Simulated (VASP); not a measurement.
# Au (Pm-3m) in VASP: further runs

Aim: see how the results for Au move with the level of theory and the settings. Levels: r2SCAN, PBE, PBEsol-based screened hybrid, RPBE. Tasks: single point, relaxation of cell and atoms.

Everything below comes from runs of VASP 6.6.1. Logs are shortened: lines on timing, memory, paths and dates and some standing lists are left out, and cuts for length are marked.

**1. The cell of the first run**

It takes space group Pm-3m (No. 221, cubic). The conventional cell has a = 2.748 Å, b = 2.748 Å, c = 2.748 Å, α = 90.00°, β = 90.00°, γ = 90.00°. Within 3.6 Å of Au (site symmetry m-3m) lie 6 Au at 2.75 Å.

**2. Single point, r2SCAN, non-collinear spin, zero start, spin-orbit coupling**

File POSCAR:

```
Au
1.0
    2.7484100000      0.0000000000      0.0000000000
    0.0000000000      2.7484100000      0.0000000000
    0.0000000000      0.0000000000      2.7484100000
Au
1
Direct
    0.5000000000      0.5000000000      0.5000000000
```

File INCAR.step1:

```
PREC = Accurate ; ENCUT = 520
ISMEAR = -1 ; SIGMA = 0.05
LREAL = False ; LASPH = True
NELM = 150 ; LNONCOLLINEAR = True
MAGMOM = 0 0 0 ; LSORBIT = True
GGA_COMPAT = False ; LMAXMIX = 4
NBANDS = 22 ; GGA = PE
ALGO = Normal ; EDIFF = 1E-4
LWAVE = True ; LCHARG = False
```

File INCAR.step2:

```
PREC = Accurate ; ENCUT = 520
EDIFF = 1E-6 ; ISMEAR = -1
SIGMA = 0.05 ; LREAL = False
LASPH = True ; NELM = 150
ALGO = Normal ; ISIF = 2
LWAVE = False ; LCHARG = True
LNONCOLLINEAR = True ; MAGMOM = 0 0 0
LORBIT = 11 ; LSORBIT = True
GGA_COMPAT = False ; LORBMOM = True
LMAXMIX = 4 ; METAGGA = R2SCAN
LMIXTAU = True ; LVHAR = True
NBANDS = 22 ; ISTART = 1
```

File KPOINTS:

```
regular mesh
0
Gamma
  7 7 7
```

Potentials or basis: VASP PAW PBE potentials, release 64 (Au).

On the command line:

```
cat potpaw_PBE.64/Au/POTCAR > POTCAR
cp INCAR.step1 INCAR
mpirun -np 1 vasp_ncl > vasp.out
cp INCAR.step2 INCAR
mpirun -np 1 vasp_ncl > vasp.out
```

OUTCAR:

```text
PREC = Accurate
   ENCUT = 520
   EDIFF = 1E-6
   ISMEAR = -1
   LREAL = False
   LASPH = True
   NELM = 150
   ISIF = 2
   LNONCOLLINEAR = True
   LORBIT = 11
   LSORBIT = True
   METAGGA = R2SCAN
   ISTART = 1

 ion  position               nearest neighbor table
   1  0.500  0.500  0.500-

  LATTYP: Found a simple cubic cell.
 ALAT       =     2.7484100000

  Lattice vectors:

 A1 = (   2.7484100000,   0.0000000000,   0.0000000000)
 A2 = (   0.0000000000,   2.7484100000,   0.0000000000)
 A3 = (   0.0000000000,   0.0000000000,   2.7484100000)

Analysis of symmetry for initial positions (statically):
=====================================================================
 Subroutine PRICEL returns:
 Original cell was already a primitive cell.

 Routine SETGRP: Setting up the symmetry group for a
 simple cubic supercell.

 Subroutine GETGRP returns: Found 48 space group operations
[... 9 lines left out ...]

 Routine SETGRP: Setting up the symmetry group for a
 simple cubic supercell.

 Subroutine GETGRP returns: Found 48 space group operations
 (whereof 48 operations were pure point group operations)
 out of a pool of 48 trial point group operations.

The dynamic configuration has the point symmetry O_h .

Analysis of structural, dynamic, and magnetic symmetry:
=====================================================================
 Subroutine PRICEL returns:
 Original cell was already a primitive cell.

 Routine SETGRP: Setting up the symmetry group for a
 simple cubic supercell.

 Subroutine GETGRP returns: Found 48 space group operations
 (whereof 48 operations were pure point group operations)
 out of a pool of 48 trial point group operations.

The overall configuration has the point symmetry O_h .

 Subroutine INISYM returns: Found 48 space group operations
[... 5 lines left out ...]
                                     Primitive cell

  volume of cell :      20.7608

  direct lattice vectors                    reciprocal lattice vectors
     2.748410000  0.000000000  0.000000000     0.363846733  0.000000000  0.000000000
     0.000000000  2.748410000  0.000000000     0.000000000  0.363846733  0.000000000
     0.000000000  0.000000000  2.748410000     0.000000000  0.000000000  0.363846733

  length of vectors
     2.748410000  2.748410000  2.748410000     0.363846733  0.363846733  0.363846733

  position of ions in fractional coordinates (direct lattice)
     0.500000000  0.500000000  0.500000000

  ion indices of the primitive-cell ions
   primitive index   ion index
                 1           1

----------------------------------------------------------------------------------------

 KPOINTS: regular mesh

Automatic generation of k-mesh.
 Grid dimensions read from file:
 generate k-points for:    7    7    7

 Generating k-lattice:

  Cartesian coordinates                     Fractional coordinates (reciprocal lattice)
     0.051978105  0.000000000  0.000000000     0.142857143  0.000000000  0.000000000
     0.000000000  0.051978105  0.000000000     0.000000000  0.142857143  0.000000000
     0.000000000  0.000000000  0.051978105     0.000000000  0.000000000  0.142857143

  Length of vectors
     0.051978105  0.051978105  0.051978105

  Shift w.r.t. Gamma in fractional coordinates (k-lattice)
     0.000000000  0.000000000  0.000000000

 Subroutine IBZKPT returns following result:
 ===========================================

 Found     20 irreducible k-points:

 Following reciprocal coordinates:
            Coordinates               Weight
  0.000000  0.000000  0.000000      1.000000
  0.142857  0.000000  0.000000      6.000000
  0.285714  0.000000  0.000000      6.000000
  0.428571  0.000000  0.000000      6.000000
  0.142857  0.142857  0.000000     12.000000
  0.285714  0.142857  0.000000     24.000000
[... 12 lines left out ...]
  0.428571  0.428571  0.285714     24.000000
  0.428571  0.428571  0.428571      8.000000
   k-points           NKPTS =     20   k-points in BZ     NKDIM =     20   number of bands    NBANDS=     22
   number of dos      NEDOS =    301   number of ions     NIONS =      1
   total plane-waves  NPLWV =   8000
   dimension x,y,z NGX =    20 NGY =   20 NGZ =   20
   dimension x,y,z NGXF=    40 NGYF=   40 NGZF=   40
   ions per type =               1
   NGX,Y,Z   is equivalent  to a cutoff of  12.10, 12.10, 12.10 a.u.
   NGXF,Y,Z  is equivalent  to a cutoff of  24.20, 24.20, 24.20 a.u.
 SYSTEM =  unknown system
   PREC   = accura    normal or accurate (medium, high low for compatibility)
   ISTART =      1    job   : 0-new  1-cont  2-samecut
   ICHARG =      0    charge: 1-file 2-atom 10-const
   ISPIN  =      1    spin polarized calculation?
   LNONCOLLINEAR =      T non collinear calculations
   LSORBIT =      T    spin-orbit coupling
   LASPH  =      T    aspherical Exc in radial PAW
   ENCUT  =  520.0 eV  38.22 Ry    6.18 a.u.   5.11  5.11  5.11*2*pi/ulx,y,z
   NELM   =    150;   NELMIN=  2; NELMDL=  0     # of ELM steps
   EDIFF  = 0.1E-05   stopping-criterion for ELM
   LREAL  =      F    real-space projection
   EDIFFG = 0.1E-04   stopping-criterion for IOM
   NSW    =      0    number of steps for IOM
   IBRION =     -1    ionic relax: 0-MD 1-quasi-New 2-CG
   NFREE  =      0    steps in history (QN), initial steepest desc. (CG)
   ISIF   =      2    stress and relaxation
   ISYM   =      2    0-nonsym 1-usesym 2-fastsym
   POTIM  = 0.5000    time-step for ionic-motion
   TEBEG  =    0.0;   TEEND  =   0.0 temperature during run
   PSTRESS=    0.0 pullay stress
   NELECT =      11.0000    total number of electrons
   NUPDOWN=      -1.0000    fix difference up-down
   EMIN   =  10.00;   EMAX   =-10.00  energy-range for DOS
   EFERMI =   0.00;   METHOD = LEGACY
   ISMEAR =    -1;   SIGMA  =   0.05  broadening in eV -4-tet -1-fermi 0-gaus
   EFERMI_NEDOS =   21; number of points for ismear=-14 and -15
   IALGO  =     38    algorithm
   IMIX   =      4    mixing-type and parameters
     AMIX     =   0.40;   BMIX     =  1.00
     AMIX_MAG =   1.60;   BMIX_MAG =  1.00
  volume/ion in A,a.u.               =      20.76       140.10
  Fermi-wavevector in a.u.,A,eV,Ry     =   1.324720  2.503358 23.876646  1.754884
  Thomas-Fermi vector in A             =   2.454234
   LORBIT       =     11    0 simple, 1 ext, 2 COOP (PROOUT), +10 PAW based schemes
   METAGGA = R2SCAN    functional components
   LHFCALC =     F    Hartree Fock is set to
   AEXX    =    0.0000 exact exchange contribution
   IVDW    =     0    specifies the selected vdW correction
   LEPSILON=     F    determine dielectric tensor
   LRPA    =     F    only Hartree local field effects (RPA)
  energy-cutoff  :      520.00
  volume of cell :       20.76
 maximum number of plane-waves:      1174
   NGX = 11   NGY = 11   NGZ = 11

 number of electron      10.9999996 magnetization      -0.0000000     -0.0000000     -0.0000000

 number of electron      10.9999996 magnetization       0.0000000     -0.0000000     -0.0000000

 number of electron      10.9999996 magnetization      -0.0000000      0.0000000      0.0000000

 Free energy of the ion-electron system (eV)
  ---------------------------------------------------
  ext. energy  EPLUGINS =         0.00000000
  ---------------------------------------------------
  free energy    TOTEN  =       -50.64357410 eV

  energy without entropy =      -50.63920675  energy(sigma->0) =      -50.64139043

 E-fermi :   6.2381     XC(G=0): -12.1887

 val. band max:        6.1987616763   @ k =   0.4286   0.1429   0.1429
 cond. band min:       6.6431180638   @ k =   0.4286   0.2857   0.0000
 fundamental gap:      0.4443563875
 Fermi energy:         6.2381154589

 k-point     1 :       0.0000    0.0000    0.0000
  band No.  band energies     occupation
      1      -1.8284      1.00000
      2      -1.8284      1.00000
      3       0.0240      1.00000
      4       0.0240      1.00000
      5       0.0240      1.00000
      6       0.0240      1.00000
[... 14 lines left out ...]
     21      28.0652      0.00000
     22      28.0652      0.00000

 k-point     2 :       0.1429    0.0000    0.0000
  band No.  band energies     occupation
      1      -1.3601      1.00000
      2      -1.3601      1.00000
      3       0.0898      1.00000
      4       0.0898      1.00000
      5       0.4277      1.00000
      6       0.4277      1.00000
[... 14 lines left out ...]
     21      26.7408      0.00000
     22      26.7408      0.00000

 k-point     3 :       0.2857    0.0000    0.0000
  band No.  band energies     occupation
      1      -0.5072      1.00000
      2      -0.5072      1.00000
      3       0.2391      1.00000
      4       0.2391      1.00000
      5       1.8700      1.00000
      6       1.8700      1.00000
[... 14 lines left out ...]
     21      26.3875      0.00000
     22      26.3875      0.00000

 k-point     4 :       0.4286    0.0000    0.0000
  band No.  band energies     occupation
      1       0.0019      1.00000
      2       0.0019      1.00000
      3       0.3598      1.00000
      4       0.3598      1.00000
      5       2.6651      1.00000
      6       2.6651      1.00000
[... 14 lines left out ...]
     21      26.0719      0.00000
     22      26.0719      0.00000

 k-point     5 :       0.1429    0.1429    0.0000
  band No.  band energies     occupation
      1      -0.8824      1.00000
      2      -0.8824      1.00000
      3       0.3575      1.00000
      4       0.3575      1.00000
      5       0.6041      1.00000
      6       0.6041      1.00000
[... 317 lines left out ...]
 k-point    18 :       0.4286    0.2857    0.2857
  band No.  band energies     occupation
      1       0.9358      1.00000
      2       0.9358      1.00000
      3       1.3028      1.00000
      4       1.3028      1.00000
      5       2.3825      1.00000
      6       2.3825      1.00000
[... 14 lines left out ...]
     21      23.7228      0.00000
     22      23.7228      0.00000

 k-point    19 :       0.4286    0.4286    0.2857
  band No.  band energies     occupation
      1       0.5848      1.00000
      2       0.5848      1.00000
      3       1.1772      1.00000
      4       1.1772      1.00000
      5       2.0592      1.00000
      6       2.0592      1.00000
[... 14 lines left out ...]
     21      24.6375      0.00000
     22      24.6375      0.00000

 k-point    20 :       0.4286    0.4286    0.4286
  band No.  band energies     occupation
      1       0.6333      1.00000
      2       0.6333      1.00000
      3       0.6880      1.00000
      4       0.6880      1.00000
      5       1.5705      1.00000
      6       1.5705      1.00000
[... 14 lines left out ...]
     21      23.4007      0.00000
     22      23.4007      0.00000

------------------------ aborting loop because EDIFF is reached ----------------------------------------

  FORCE on cell =-STRESS in cart. coord.  units (eV):
  Direction    XX          YY          ZZ          XY          YZ          ZX
  --------------------------------------------------------------------------------------
  -------------------------------------------------------------------------------------
  Total       -0.5902338     -0.5902338     -0.5902338     -0.0000000     -0.0000000     -0.0000000
  in kB      -45.5501814    -45.5501814    -45.5501814     -0.0000000     -0.0000000     -0.0000000
  external PRESSURE =     -45.5501814 kB  Pullay stress =       0.0000000 kB

 VOLUME and BASIS-vectors are now :
 -----------------------------------------------------------------------------
  energy-cutoff  :      520.00
  volume of cell :       20.76
      direct lattice vectors                 reciprocal lattice vectors
     2.748410000  0.000000000  0.000000000     0.363846733  0.000000000  0.000000000
     0.000000000  2.748410000  0.000000000     0.000000000  0.363846733  0.000000000
     0.000000000  0.000000000  2.748410000     0.000000000  0.000000000  0.363846733

 POSITION                                       TOTAL-FORCE (eV/Angst)
 -----------------------------------------------------------------------------------
      1.37420      1.37420      1.37420         0.000000      0.000000      0.000000
 -----------------------------------------------------------------------------------
    total drift:                               -0.000000      0.000000     -0.000000

  FREE ENERGIE OF THE ION-ELECTRON SYSTEM (eV)
  ---------------------------------------------------
  free  energy   TOTEN  =       -50.6435741027 eV

  energy  without entropy=      -50.6392067513  energy(sigma->0) =      -50.64139043

 orbital moment (x)

 # of ion     p       d       tot
 ----------------------------------------
  1         0.000   0.000   0.000
 ----------------------------------------
            0.000   0.000   0.000

 orbital moment (y)

 # of ion     p       d       tot
 ----------------------------------------
  1         0.000   0.000   0.000
 ----------------------------------------
            0.000   0.000   0.000

 orbital moment (z)

 # of ion     p       d       tot
 ----------------------------------------
  1         0.000   0.000   0.000
 ----------------------------------------
            0.000   0.000   0.000

 Spin-Orbit-Coupling matrix elements

 Ion:    1  E_soc:     -0.5361706
 l=   1
     0.0000000    -0.0228253    -0.0228253
    -0.0228253     0.0000000    -0.0228253
    -0.0228253    -0.0228253     0.0000000
 l=   2
     0.0000000    -0.0098560     0.0000000    -0.0098560    -0.0566804
    -0.0098560     0.0000000    -0.0425103    -0.0098560    -0.0141701
     0.0000000    -0.0425103     0.0000000    -0.0425103     0.0000000
    -0.0098560    -0.0098560    -0.0425103     0.0000000    -0.0141701
    -0.0566804    -0.0141701     0.0000000    -0.0141701     0.0000000
 l=   3
     0.0000000     0.0000000     0.0000000     0.0000000     0.0000000     0.0000000     0.0000000
     0.0000000     0.0000000     0.0000000     0.0000000     0.0000000     0.0000000     0.0000000
     0.0000000     0.0000000     0.0000000     0.0000000     0.0000000     0.0000000     0.0000000
     0.0000000     0.0000000     0.0000000     0.0000000     0.0000000     0.0000000     0.0000000
     0.0000000     0.0000000     0.0000000     0.0000000     0.0000000     0.0000000     0.0000000
     0.0000000     0.0000000     0.0000000     0.0000000     0.0000000     0.0000000     0.0000000
     0.0000000     0.0000000     0.0000000     0.0000000     0.0000000     0.0000000     0.0000000

 total charge

# of ion       s       p       d       tot
------------------------------------------
    1        0.595   0.286   8.754   9.636

 magnetization (x)

# of ion       s       p       d       tot
------------------------------------------
    1       -0.000   0.000   0.000  -0.000

 magnetization (y)

# of ion       s       p       d       tot
------------------------------------------
    1        0.000   0.000  -0.000  -0.000

 magnetization (z)

# of ion       s       p       d       tot
------------------------------------------
    1       -0.000   0.000   0.000  -0.000
```

It used 54 s of CPU time on 1 thread of Intel Xeon 6975P-C, on a shared host.

Results:

- Free energy: -50.6436 eV
- Pressure: -4.6 GPa
- Net moment: 0.00 μB per cell
- Valence electrons inside the program's atomic spheres: Au 9.64

Moments on the atoms (μB; x, y, z):
```
Au  0.00 0.00 0.00
```

Caveat: the PAW data sets were made with another functional, which shifts forces and pressure a little.

(Continued in part 2 of 2.)
